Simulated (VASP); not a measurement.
# Mg in VASP: settings compared, part 2 of 2

VASP 6.6.1. Earlier steps stand in the parts before.

## (4) Single point, LDA

This run uses another cell than the first one, of 22.55 Å³/atom, 0.943 times its volume.

Input file INCAR:

```
SYSTEM = Mg
ALGO = Fast
EDIFF = 1E-7
ENCUT = 520
ISIF = 2
ISMEAR = -1
LASPH = .TRUE.
LCHARG = .FALSE.
LREAL = .FALSE.
LWAVE = .FALSE.
NBANDS = 12
NELM = 80
PREC = Accurate
SIGMA = 0.05
```

Input file KPOINTS:

```
k-points
0
G
  10 10 3
  0 0 0
```

Input file POSCAR:

```
Mg
1.0
    3.1768261656      0.0000000000      0.0000000000
   -1.5884130828      2.7512121628      0.0000000000
    0.0000000000      0.0000000000     10.3188620100
Mg
4
Direct
    0.6666666667      0.3333333333      0.7500000000
    0.0000000000      0.0000000000      0.5000000000
    0.3333333333      0.6666666667      0.2500000000
    0.0000000000      0.0000000000      0.0000000000
```

Potentials or basis: VASP PAW LDA potentials, release 64 (Mg).

Command:

```
$ cat potpaw_LDA.64/Mg/POTCAR > POTCAR
$ mpirun -np 1 vasp_std > vasp.out
```

OUTCAR:

```text
SYSTEM = Mg
   EDIFF = 1E-7
   ENCUT = 520
   ISIF = 2
   ISMEAR = -1
   LASPH = .TRUE.
   LREAL = .FALSE.
   NELM = 80
   PREC = Accurate

 ion  position               nearest neighbor table
   1  0.667  0.333  0.750-   2 3.17   4 3.17   2 3.17   4 3.17   2 3.17   4 3.17
   2  0.000  0.000  0.500-   1 3.17   3 3.17   3 3.17   1 3.17   1 3.17   3 3.17
   3  0.333  0.667  0.250-   2 3.17   4 3.17   2 3.17   4 3.17   2 3.17   4 3.17
   4  0.000  0.000  0.000-   1 3.17   3 3.17   3 3.17   1 3.17   1 3.17   3 3.17

  LATTYP: Found a hexagonal cell.
 ALAT       =     3.1768261656
 C/A-ratio  =     3.2481670296

  Lattice vectors:

 A1 = (   3.1768261656,   0.0000000000,   0.0000000000)
 A2 = (  -1.5884130828,   2.7512121628,   0.0000000000)
 A3 = (   0.0000000000,   0.0000000000,  10.3188620100)

Analysis of symmetry for initial positions (statically):
=====================================================================
 Subroutine PRICEL returns:
 Original cell was already a primitive cell.

 Routine SETGRP: Setting up the symmetry group for a
 hexagonal supercell.

 Subroutine GETGRP returns: Found 24 space group operations
 (whereof 12 operations were pure point group operations)
 out of a pool of 24 trial point group operations.

The static configuration has the point symmetry D_3d.
 The point group associated with its full space group is D_6h.

Analysis of symmetry for dynamics (positions and initial velocities):
=====================================================================
 Subroutine PRICEL returns:
 Original cell was already a primitive cell.

 Routine SETGRP: Setting up the symmetry group for a
 hexagonal supercell.

 Subroutine GETGRP returns: Found 24 space group operations
 (whereof 12 operations were pure point group operations)
 out of a pool of 24 trial point group operations.

The dynamic configuration has the point symmetry D_3d.
 The point group associated with its full space group is D_6h.

 Subroutine INISYM returns: Found 24 space group operations
 (whereof 12 operations are pure point group operations),
[... 127 lines left out ...]
   AEXX    =    0.0000 exact exchange contribution
   IVDW    =     0    specifies the selected vdW correction
   LEPSILON=     F    determine dielectric tensor
   LRPA    =     F    only Hartree local field effects (RPA)
 non-spin polarized calculation
 RMM-DIIS sequential band-by-band and
  energy-cutoff  :      520.00
  volume of cell :       90.19
 maximum number of plane-waves:      2456
 NGX is ok and might be reduce to    24

 number of electron       8.0000000 magnetization

 Free energy of the ion-electron system (eV)
  ---------------------------------------------------
  ext. energy  EPLUGINS =         0.00000000
  ---------------------------------------------------
  free energy    TOTEN  =        -7.20059996 eV

  energy without entropy =       -7.18390594  energy(sigma->0) =       -7.19225295

 E-fermi :   2.6653     XC(G=0):  -8.7377

 val. band max:        2.6587991860   @ k =   0.3000   0.3000   0.0000
 cond. band min:       2.7242954167   @ k =   0.3000   0.3000   0.3333
 fundamental gap:      0.0654962307
 Fermi energy:         2.6653398011

 k-point     1 :       0.0000    0.0000    0.0000
  band No.  band energies     occupation
      1      -4.4338      2.00000
      2      -3.0288      2.00000
      3      -3.0283      2.00000
      4       0.8817      2.00000
      5       1.2834      2.00000
      6       7.6142      0.00000
      7       7.6233      0.00000
      8      13.5819      0.00000
      9      13.5819      0.00000
     10      13.6213      0.00000
     11      13.6213      0.00000
     12      14.3572      0.00000
[... 331 lines left out ...]
 k-point    24 :       0.4000    0.1000    0.3333
  band No.  band energies     occupation
      1      -0.1950      2.00000
      2       0.2506      2.00000
      3       1.6532      2.00000
      4       1.8247      2.00000
      5       2.3908      1.99179
      6       3.3393      0.00000
      7       4.0283      0.00000
      8       5.2207      0.00000
      9       6.6489      0.00000
     10       7.3491      0.00000
     11       7.9416      0.00000
     12       8.7551      0.00000

 [... further k-points ...]
[... 5 lines left out ...]
  --------------------------------------------------------------------------------------
  -------------------------------------------------------------------------------------
  Total       -1.1060449     -1.1060449     -0.5181110      0.0000000     -0.0000000      0.0000000
  in kB      -19.6487077    -19.6487077     -9.2041574      0.0000000     -0.0000000      0.0000000
  external PRESSURE =     -16.1671910 kB  Pullay stress =       0.0000000 kB

 VOLUME and BASIS-vectors are now :
 -----------------------------------------------------------------------------
  energy-cutoff  :      520.00
  volume of cell :       90.19
      direct lattice vectors                 reciprocal lattice vectors
     3.176826166  0.000000000  0.000000000     0.314779578  0.181738074  0.000000000
    -1.588413083  2.751212163  0.000000000     0.000000000  0.363476148  0.000000000
     0.000000000  0.000000000 10.318862010     0.000000000  0.000000000  0.096909911

 POSITION                                       TOTAL-FORCE (eV/Angst)
 -----------------------------------------------------------------------------------
      1.58841      0.91707      7.73915         0.000000      0.000000      0.000000
      0.00000      0.00000      5.15943        -0.000000      0.000000     -0.000000
     -0.00000      1.83414      2.57972        -0.000000      0.000000     -0.000000
      0.00000      0.00000      0.00000        -0.000000      0.000000     -0.000000
 -----------------------------------------------------------------------------------
    total drift:                                0.000000     -0.000000      0.000000

  FREE ENERGIE OF THE ION-ELECTRON SYSTEM (eV)
  ---------------------------------------------------
  free  energy   TOTEN  =        -7.2005999629 eV

  energy  without entropy=       -7.1839059392  energy(sigma->0) =       -7.19225295
```

OSZICAR:

```text
N       E                     dE             d eps       ncg     rms          rms(c)
DAV:   1     0.169003241382E+01    0.16900E+01   -0.26153E+03   672   0.478E+02
DAV:   2    -0.699921872002E+01   -0.86893E+01   -0.82750E+01   860   0.541E+01
DAV:   3    -0.724082750244E+01   -0.24161E+00   -0.23946E+00   956   0.685E+00
DAV:   4    -0.724180442889E+01   -0.97693E-03   -0.97676E-03   820   0.457E-01
DAV:   5    -0.724181122035E+01   -0.67915E-05   -0.67915E-05   876   0.413E-02    0.129E+00
RMM:   6    -0.721875368551E+01    0.23058E-01   -0.13888E-03   689   0.219E-01    0.819E-01
RMM:   7    -0.720061125755E+01    0.18142E-01   -0.50527E-03   717   0.425E-01    0.394E-02
RMM:   8    -0.720060010414E+01    0.11153E-04   -0.22110E-04   755   0.952E-02    0.770E-03
RMM:   9    -0.720059975468E+01    0.34946E-06   -0.14709E-05   811   0.260E-02    0.138E-03
RMM:  10    -0.720059992480E+01   -0.17012E-06   -0.22703E-06   814   0.933E-03    0.781E-04
RMM:  11    -0.720059996291E+01   -0.38111E-07   -0.38964E-07   786   0.421E-03
   1 F= -.72006000E+01 E0= -.71922530E+01  d E =-.166940E-01
```

Wall time 16 s (1 thread of AMD EPYC 9R45 (Zen 5), shared host); peak memory 0.14 GiB.

Results:

| Quantity | Value |
| --- | --- |
| Free energy | -7.2006 eV |
| Pressure | -1.6 GPa |
| Band gap on the k mesh | zero (band 4 reaches 3.23 eV, above the bottom of band 5 at 1.28 eV) |

Stress tensor (GPa, compression positive):
```
-1.96  0.00  0.00
 0.00 -1.96  0.00
 0.00  0.00 -0.92
```

## (5) Single point, HSE06

This run uses another cell than the first one, of 22.55 Å³/atom, 0.943 times its volume.

POSCAR is that of step 4.

Input file INCAR.step1:

```
SYSTEM = Mg
PREC = Accurate
ENCUT = 520
EDIFF = 1E-5
ISMEAR = -1
SIGMA = 0.05
LREAL = .FALSE.
LASPH = .TRUE.
NELM = 100
ALGO = Normal
ISIF = 2
LWAVE = .TRUE.
LCHARG = .FALSE.
GGA = PE
NBANDS = 12
```

Input file INCAR.step2:

```
SYSTEM = Mg
PREC = Accurate
ENCUT = 520
EDIFF = 1E-7
ISMEAR = -1
SIGMA = 0.05
LREAL = .FALSE.
LASPH = .TRUE.
NELM = 100
ALGO = Normal
ISIF = 2
LWAVE = .FALSE.
LCHARG = .FALSE.
GGA = PE
LHFCALC = .TRUE.
HFSCREEN = 0.2079
PRECFOCK = Normal
ISTART = 1
NBANDS = 12
```

Input file KPOINTS:

```
regular mesh
0
G
  5 5 2
  0 0 0
```

Potentials or basis: VASP PAW PBE potentials, release 64 (Mg).

Command:

```
$ cat potpaw_PBE.64/Mg/POTCAR > POTCAR
$ cp INCAR.step1 INCAR
$ mpirun -np 1 vasp_std > vasp.out
$ cp INCAR.step2 INCAR
$ mpirun -np 1 vasp_std > vasp.out
```

OUTCAR:

```text
SYSTEM = Mg
   PREC = Accurate
   ENCUT = 520
   EDIFF = 1E-7
   ISMEAR = -1
   LREAL = .FALSE.
   LASPH = .TRUE.
   NELM = 100
   ISIF = 2
   GGA = PE
   LHFCALC = .TRUE.
   HFSCREEN = 0.2079
   PRECFOCK = Normal
   ISTART = 1

 ion  position               nearest neighbor table
   1  0.667  0.333  0.750-   2 3.17   4 3.17   2 3.17   4 3.17   2 3.17   4 3.17
   2  0.000  0.000  0.500-   1 3.17   3 3.17   3 3.17   1 3.17   1 3.17   3 3.17
   3  0.333  0.667  0.250-   2 3.17   4 3.17   2 3.17   4 3.17   2 3.17   4 3.17
[... 346 lines left out ...]
  --------------------------------------------------------------------------------------
  -------------------------------------------------------------------------------------
  Total       -0.0479340     -0.0479340      0.7085845      0.0000000     -0.0000000     -0.0000000
  in kB       -0.8515390     -0.8515390     12.5878886      0.0000000     -0.0000000     -0.0000000
  external PRESSURE =       3.6282702 kB  Pullay stress =       0.0000000 kB

 VOLUME and BASIS-vectors are now :
 -----------------------------------------------------------------------------
  energy-cutoff  :      520.00
  volume of cell :       90.19
      direct lattice vectors                 reciprocal lattice vectors
     3.176826166  0.000000000  0.000000000     0.314779578  0.181738074  0.000000000
    -1.588413083  2.751212163  0.000000000     0.000000000  0.363476148  0.000000000
     0.000000000  0.000000000 10.318862010     0.000000000  0.000000000  0.096909911

 POSITION                                       TOTAL-FORCE (eV/Angst)
 -----------------------------------------------------------------------------------
      1.58841      0.91707      7.73915        -0.000000     -0.000000      0.000000
      0.00000      0.00000      5.15943        -0.000000      0.000000     -0.000000
     -0.00000      1.83414      2.57972        -0.000000      0.000000      0.000000
      0.00000      0.00000      0.00000         0.000000      0.000000     -0.000000
 -----------------------------------------------------------------------------------
    total drift:                                0.001282      0.000174      0.000736

  FREE ENERGIE OF THE ION-ELECTRON SYSTEM (eV)
  ---------------------------------------------------
  free  energy   TOTEN  =        -6.1562157649 eV

  energy  without entropy=       -6.1499044776  energy(sigma->0) =       -6.15306012
```

OUTCAR.step1:

```text
SYSTEM = Mg
   PREC = Accurate
   ENCUT = 520
   EDIFF = 1E-5
   ISMEAR = -1
   LREAL = .FALSE.
   LASPH = .TRUE.
[... 364 lines left out ...]
      0.00000      0.00000      5.15943         0.000000      0.000000     -0.000000
     -0.00000      1.83414      2.57972        -0.000000     -0.000000      0.000000
      0.00000      0.00000      0.00000         0.000000      0.000000     -0.000000
 -----------------------------------------------------------------------------------
    total drift:                                0.000000     -0.000000      0.000000

  FREE ENERGIE OF THE ION-ELECTRON SYSTEM (eV)
  ---------------------------------------------------
  free  energy   TOTEN  =        -6.0555107789 eV

  energy  without entropy=       -6.0446079571  energy(sigma->0) =       -6.05005937
```

Wall time 4.3 min (1 thread of Intel Xeon Platinum 8559C (Emerald Rapids), shared host); peak memory 0.31 GiB.

Results:

```yaml
Free_energy: -6.1562 eV
Pressure: 0.4 GPa
Band_gap_on_the_k_mesh: zero (band 4 reaches 3.27 eV, above the bottom of band 5 at 1.30 eV)
```

Caveat: the k points lie up to 0.46 Å⁻¹ apart; the PAW data sets were made with another functional, which shifts forces and pressure a little.

## (6) The runs side by side

```csv
level,potentials or basis,cell,k mesh,grid for exact exchange (PRECFOCK),screening parameter,gap on the mesh (eV),pressure (GPa)
PBE,"VASP PAW PBE potentials, release 64 (Mg)","a = 3.239, b = 3.239, c = 10.521 Å, angles 90.0, 90.0, 120.0°, 4 atoms",10 × 10 × 3,-,-,none,-1.2
PBE,"VASP PAW PBE potentials, release 64 (Mg)","a = 3.177, b = 3.177, c = 10.319 Å, angles 90.0, 90.0, 120.0°, 4 atoms",10 × 10 × 3,-,-,none,0.8
LDA,"VASP PAW LDA potentials, release 64 (Mg)","a = 3.177, b = 3.177, c = 10.319 Å, angles 90.0, 90.0, 120.0°, 4 atoms",10 × 10 × 3,-,-,none,-1.6
HSE06,"VASP PAW PBE potentials, release 64 (Mg)","a = 3.177, b = 3.177, c = 10.319 Å, angles 90.0, 90.0, 120.0°, 4 atoms",5 × 5 × 2,Normal,0.2079 1/Å,none,0.4
```

Some of these runs hold the atoms at other places in the same cell, which the table doesn't show; runs alike in all that it shows share one row.

Alike in all rows: task single point; no spin polarisation; cutoff (eV) 520; smearing fermi-dirac 0.05 eV.

Caveats: some runs use coarse meshes; the PAW data sets were made with another functional, which shifts forces and pressure a little (some runs).

Absolute energies hang on the potentials; compare differences alone.
